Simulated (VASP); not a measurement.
Write the native input for VASP 6.6.1 that does the following.

- Task: single point
- Functional: RPBE
- Potentials or basis: VASP PAW PBE potentials, release 64 (Ge_d)
- Cutoff: 520 eV
- k mesh: 8 × 8 × 8
- Occupations: gaussian, width 0.1 eV
- Spin: no spin polarisation
- Dipole correction: no
- Further INCAR settings: ALGO = Normal; EDIFF = 1e-07; NBANDS = 21

The structure of Ge lies in POSCAR:

```
Ge
1.0
    0.0000000000      2.8289100000      2.8289100000
    2.8289100000      0.0000000000      2.8289100000
    2.8289100000      2.8289100000      0.0000000000
Ge
2
Direct
    0.7500000000      0.7500000000      0.7500000000
    0.5000000000      0.5000000000      0.5000000000
```

The input as run:

INCAR

```
PREC     = Accurate       # precision mode
ENCUT    = 520            # plane-wave cutoff, eV
EDIFF    = 1E-7           # SCF threshold, eV
ISMEAR   = 0              # smearing method
SIGMA    = 0.1            # smearing width, eV
LREAL    = F              # projectors in reciprocal space
LASPH    = T              # aspherical terms in the spheres
NELM     = 80             # most SCF steps
ALGO     = Normal         # electronic algorithm
ISIF     = 2              # what is computed and relaxed
LWAVE    = F              # write WAVECAR
LCHARG   = T              # write CHGCAR
GGA      = RP             # functional
LELF     = T              # ELF
LVHAR    = T            
NBANDS   = 21             # bands
```

KPOINTS

```
regular mesh
0
Gamma
  8 8 8
```

Potentials or basis: VASP PAW PBE potentials, release 64 (Ge_d).

The run is started by

```sh
$ cat potpaw_PBE.64/Ge_d/POTCAR > POTCAR
$ mpirun -np 1 vasp_std > vasp.out
```

Results of the run:

The pressure is 5.2 GPa and the band gap on the k mesh is 0.15 eV, direct.

Caveat: the PAW data sets were made with another functional, which shifts forces and pressure a little.

It took 34 s on 1 thread of Intel Xeon 6975P-C, on a shared host, peak memory 0.17 GiB.
